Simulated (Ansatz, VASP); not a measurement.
Te in VASP and in Ansatz

```
Te
1.0
     4.07330    0.00000    0.00000
    -2.03665    3.52758    0.00000
     0.00000    0.00000    8.68142
Te
4
Direct
  0.00000 0.00000 0.00000
  0.00000 0.00000 0.50000
  0.33333 0.66667 0.25000
  0.66667 0.33333 0.75000
```

Alike in both runs: task single point; functional PBEsol; k mesh 10 × 10 × 4; occupations fermi-dirac, width 0.1 eV; no spin polarisation.

|  | VASP | Ansatz |
| --- | --- | --- |
| version | VASP 6.6.1 | Ansatz 0.2.0 |
| potentials or method | VASP PAW PBE potentials, release 64 (Te), cutoff 520 eV | plane waves (420 eV) with PAW, scalar-relativistic |
| valence electrons in the cell | 24 | 64 |

VASP gave:

```
pressure (GPa)                                                : -2.1
traceless stress, the component that is largest in VASP (GPa) : -0.95
```

Which values does Ansatz return?

Pressure (GPa): -2.1; traceless stress, the component that is largest in VASP (GPa): -0.97.

VASP's potentials were made for PBE, not for PBEsol, and Ansatz warns of the same on its side. VASP's potentials hold 24 valence electrons a cell and Ansatz's 64, so a difference there can come from the potentials and not from the codes.

Neither program's run includes spin-orbit coupling.
